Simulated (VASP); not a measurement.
# SnTe (I4/mmm) in VASP: notebook, part 2 of 2

VASP 6.6.1. Earlier steps stand in the parts before.

## 3. Single point, PBE (strain +0.000 along x and y, +0.080 along z)

The input, INCAR:

```
PREC     = Accurate       # precision mode
ENCUT    = 520            # plane-wave cutoff, eV
EDIFF    = 1E-6           # SCF threshold, eV
ISMEAR   = 0              # smearing method
SIGMA    = 0.03           # smearing width, eV
LREAL    = False          # projectors in reciprocal space
LASPH    = True           # aspherical terms in the spheres
NELM     = 60             # most SCF steps
ALGO     = Normal         # electronic algorithm
ISIF     = 2              # what is computed and relaxed
LWAVE    = False          # write WAVECAR
LCHARG   = False          # write CHGCAR
GGA      = PE             # functional
NBANDS   = 17             # bands
```

The input, KPOINTS:

```
regular mesh
0
Gamma
  10 10 10
```

The input, POSCAR:

```
SnTe
1.0
    0.0000000000      3.1565000000      3.4090200000
    3.1565000000      0.0000000000      3.4090200000
    3.1565000000      3.1565000000      0.0000000000
Sn Te
1 1
Direct
    0.0000000000      0.0000000000      0.0000000000
    0.5000000000      0.5000000000      0.5000000000
```

Potentials or basis: VASP PAW PBE potentials, release 64 (Sn_d, Te).

Run with:

```bash
> cat potpaw_PBE.64/Sn_d/POTCAR potpaw_PBE.64/Te/POTCAR > POTCAR
> mpirun -np 1 vasp_std > vasp.out
```

OUTCAR:

```text
PREC = Accurate
   ENCUT = 520
   EDIFF = 1E-6
   ISMEAR = 0
   LREAL = False
   LASPH = True
   NELM = 60
   ISIF = 2
   GGA = PE

 ion  position               nearest neighbor table
   1  0.000  0.000  0.000-   2 3.16   2 3.16   2 3.16   2 3.16   2 3.41   2 3.41
   2  0.500  0.500  0.500-   1 3.16   1 3.16   1 3.16   1 3.16   1 3.41   1 3.41

  LATTYP: Found a body centered tetragonal cell.
 ALAT       =     4.4639651096
 C/A-ratio  =     1.5273506474

  Lattice vectors:

 A1 = (  -3.1565000000,   0.0000000000,   3.4090200000)
 A2 = (   3.1565000000,   0.0000000000,   3.4090200000)
 A3 = (   0.0000000000,   3.1565000000,  -3.4090200000)

Analysis of symmetry for initial positions (statically):
=====================================================================
 Subroutine PRICEL returns:
 Original cell was already a primitive cell.

 Routine SETGRP: Setting up the symmetry group for a
 body centered tetragonal supercell.

 Subroutine GETGRP returns: Found 16 space group operations
 (whereof 16 operations were pure point group operations)
 out of a pool of 16 trial point group operations.

The static configuration has the point symmetry D_4h.

Analysis of symmetry for dynamics (positions and initial velocities):
=====================================================================
 Subroutine PRICEL returns:
 Original cell was already a primitive cell.

 Routine SETGRP: Setting up the symmetry group for a
 body centered tetragonal supercell.

 Subroutine GETGRP returns: Found 16 space group operations
 (whereof 16 operations were pure point group operations)
 out of a pool of 16 trial point group operations.

The dynamic configuration has the point symmetry D_4h.

 Subroutine INISYM returns: Found 16 space group operations
 (whereof 16 operations are pure point group operations),
[... 104 lines left out ...]
   POTIM  = 0.5000    time-step for ionic-motion
   TEBEG  =    0.0;   TEEND  =   0.0 temperature during run
   PSTRESS=    0.0 pullay stress
   NELECT =      20.0000    total number of electrons
   NUPDOWN=      -1.0000    fix difference up-down
   EMIN   =  10.00;   EMAX   =-10.00  energy-range for DOS
   EFERMI =   0.00;   METHOD = LEGACY
   ISMEAR =     0;   SIGMA  =   0.03  broadening in eV -4-tet -1-fermi 0-gaus
   EFERMI_NEDOS =   21; number of points for ismear=-14 and -15
   IALGO  =     38    algorithm
   IMIX   =      4    mixing-type and parameters
     AMIX     =   0.40;   BMIX     =  1.00
     AMIX_MAG =   1.60;   BMIX_MAG =  1.00
  volume/ion in A,a.u.               =      33.97       229.21
  Fermi-wavevector in a.u.,A,eV,Ry     =   1.089083  2.058069 16.137905  1.186103
  Thomas-Fermi vector in A             =   2.225279
   LORBIT       =      0    0 simple, 1 ext, 2 COOP (PROOUT), +10 PAW based schemes
   GGA     = PE    functional components
   LHFCALC =     F    Hartree Fock is set to
   AEXX    =    0.0000 exact exchange contribution
   IVDW    =     0    specifies the selected vdW correction
   LEPSILON=     F    determine dielectric tensor
   LRPA    =     F    only Hartree local field effects (RPA)
 non-spin polarized calculation
 Gauss-broadening in eV      SIGMA  =   0.03
  energy-cutoff  :      520.00
  volume of cell :       67.93
 maximum number of plane-waves:      1873
   NGX = 17   NGY = 17   NGZ = 17

 number of electron      19.9999999 magnetization

 Free energy of the ion-electron system (eV)
  ---------------------------------------------------
  ext. energy  EPLUGINS =         0.00000000
  ---------------------------------------------------
  free energy    TOTEN  =        -7.48436099 eV

  energy without entropy =       -7.48434672  energy(sigma->0) =       -7.48435386

 E-fermi :   5.9519     XC(G=0):  -9.1204

 val. band max:        5.9069157679   @ k =   0.5000   0.0000   0.0000
 cond. band min:       5.9969205133   @ k =   0.5000   0.0000   0.0000
 fundamental gap:      0.0900047455
 Fermi energy:         5.9519181534

 k-point     1 :       0.0000    0.0000    0.0000
  band No.  band energies     occupation
      1     -15.9383      2.00000
      2     -15.9251      2.00000
      3     -15.9251      2.00000
      4     -15.8989      2.00000
      5     -15.8960      2.00000
      6      -6.2871      2.00000
[... 457 lines left out ...]
      4     -15.8976      2.00000
      5     -15.8969      2.00000
      6      -5.4509      2.00000
[... 9 lines left out ...]
     16      14.8610      0.00000
     17      15.1213      0.00000

 [... further k-points ...]
[... 5 lines left out ...]
  --------------------------------------------------------------------------------------
  -------------------------------------------------------------------------------------
  Total        0.6169993      0.6169993     -2.0414459      0.0000000      0.0000000      0.0000000
  in kB       14.5520471     14.5520471    -48.1478980      0.0000000      0.0000000      0.0000000
  external PRESSURE =      -6.3479346 kB  Pullay stress =       0.0000000 kB

 VOLUME and BASIS-vectors are now :
 -----------------------------------------------------------------------------
  energy-cutoff  :      520.00
  volume of cell :       67.93
      direct lattice vectors                 reciprocal lattice vectors
     0.000000000  3.156500000  3.409020000    -0.158403295  0.158403295  0.146669717
     3.156500000  0.000000000  3.409020000     0.158403295 -0.158403295  0.146669717
     3.156500000  3.156500000  0.000000000     0.158403295  0.158403295 -0.146669717

 POSITION                                       TOTAL-FORCE (eV/Angst)
 -----------------------------------------------------------------------------------
      0.00000      0.00000      0.00000         0.000000     -0.000000      0.000000
      3.15650      3.15650      3.40902        -0.000000      0.000000     -0.000000
 -----------------------------------------------------------------------------------
    total drift:                               -0.000000      0.000000      0.000000

  FREE ENERGIE OF THE ION-ELECTRON SYSTEM (eV)
  ---------------------------------------------------
  free  energy   TOTEN  =        -7.4843609902 eV

  energy  without entropy=       -7.4843467219  energy(sigma->0) =       -7.48435386
```

It took 78 s on 1 thread of Intel Xeon Platinum 8259CL at 2.50GHz (Skylake/Cascade Lake), shared host; peak memory 0.28 GiB.

What came out:

```yaml
Free_energy: -7.4844 eV
Pressure: -0.6 GPa
Band_gap_on_the_k_mesh: 0.09 eV, direct
```

Levels at points of the mesh, in eV from the valence-band top:
| k point | band 7 | band 8 | band 9 | band 10 | band 11 | band 12 | band 13 | band 14 |
| --- | --- | --- | --- | --- | --- | --- | --- | --- |
| (0.00, 0.00, 0.00) | -4.88 | -2.12 | -2.12 | -1.40 | 2.21 | 3.81 | 3.81 | 4.63 |
| (0.50, 0.00, 0.00) | -7.90 | -1.67 | -1.47 | 0.00 | 0.09 | 0.57 | 0.68 | 7.63 |
| (0.50, 0.50, 0.00) | -6.03 | -4.85 | -3.21 | -3.21 | 2.67 | 4.84 | 4.84 | 5.14 |
| (0.50, 0.00, 0.50) | -6.47 | -5.03 | -3.76 | -2.95 | 2.51 | 3.64 | 5.42 | 6.27 |

Caveat: the cell differs from its parent crystal (strain +0.000 along x and y, +0.080 along z); spin-orbit coupling is left out, which moves the levels of the heavy elements. A k mesh can miss the band edges.

## 4. Single point, PBE (strain +0.040 along x and y, +0.000 along z)

The input, INCAR:

```
SYSTEM = SnTe
PREC     = Accurate       ! precision mode
ENCUT    = 520            ! plane-wave cutoff, eV
EDIFF    = 1E-6           ! SCF threshold, eV
ISMEAR   = 0              ! smearing method
SIGMA    = 0.03           ! smearing width, eV
LREAL    = .FALSE.        ! projectors in reciprocal space
LASPH    = .TRUE.         ! aspherical terms in the spheres
NELM     = 80             ! most SCF steps
ALGO     = Normal         ! electronic algorithm
ISIF     = 2              ! what is computed and relaxed
LWAVE    = .FALSE.        ! write WAVECAR
LCHARG   = .FALSE.        ! write CHGCAR
GGA      = PE             ! functional
NBANDS   = 17             ! bands
```

The input, KPOINTS:

```
regular mesh
0
G
  10 10 10
  0 0 0
```

The input, POSCAR:

```
SnTe
1.0
    0.0000000000      3.2827600000      3.1565000000
    3.2827600000      0.0000000000      3.1565000000
    3.2827600000      3.2827600000      0.0000000000
Sn Te
1 1
Direct
    0.0000000000      0.0000000000      0.0000000000
    0.5000000000      0.5000000000      0.5000000000
```

Run with:

```bash
> cat potpaw_PBE.64/Sn_d/POTCAR potpaw_PBE.64/Te/POTCAR > POTCAR
> mpirun -np 1 vasp_std > vasp.out
```

Wall time 72 s (1 thread of Intel Xeon Platinum 8259CL at 2.50GHz (Skylake/Cascade Lake), shared host); peak memory 0.28 GiB.

Results (log left out):

| Item | Value |
| --- | --- |
| Free energy | -7.5342 eV |
| Pressure | -1.1 GPa |
| Band gap on the k mesh | 0.07 eV, direct |

Stress tensor (GPa, compression positive):
```
-2.47  0.00  0.00
 0.00 -2.47  0.00
 0.00  0.00  1.63
```

Levels at points of the mesh, in eV from the valence-band top:
```csv
k point,band 8,band 9,band 10,band 11,band 12,band 13
"(0.00, 0.00, 0.00)",-2.16,-1.74,-1.74,2.92,2.92,3.82
"(0.50, 0.00, 0.00)",-1.61,-1.54,0.00,0.07,0.46,0.64
"(0.50, 0.50, 0.00)",-5.02,-3.36,-3.36,2.48,4.47,4.47
"(0.50, 0.00, 0.50)",-4.93,-3.49,-3.07,2.58,4.15,5.11
```

Caveat: the cell differs from its parent crystal (strain +0.040 along x and y, +0.000 along z); spin-orbit coupling is left out, which moves the levels of the heavy elements. A k mesh can miss the band edges.

## 5. The runs side by side

```csv
cell,gap on the mesh (eV),pressure (GPa)
"a = 4.478, b = 4.478, c = 4.821 Å, angles 57.4, 57.4, 65.1°, 2 atoms",none,1.8
"a = 4.646, b = 4.646, c = 4.464 Å, angles 61.3, 61.3, 57.4°, 2 atoms",0.09,-0.6
"a = 4.554, b = 4.554, c = 4.643 Å, angles 59.4, 59.4, 61.3°, 2 atoms",0.07,-1.1
```

Alike in all rows: task single point; level PBE; potentials or basis VASP PAW PBE potentials, release 64 (Sn_d, Te); no spin polarisation; k mesh 10 × 10 × 10; cutoff (eV) 520; smearing gaussian 0.03 eV.

Caveats: spin-orbit coupling is left out, which moves the levels of the heavy elements.

Absolute energies hang on the potentials; compare differences alone.
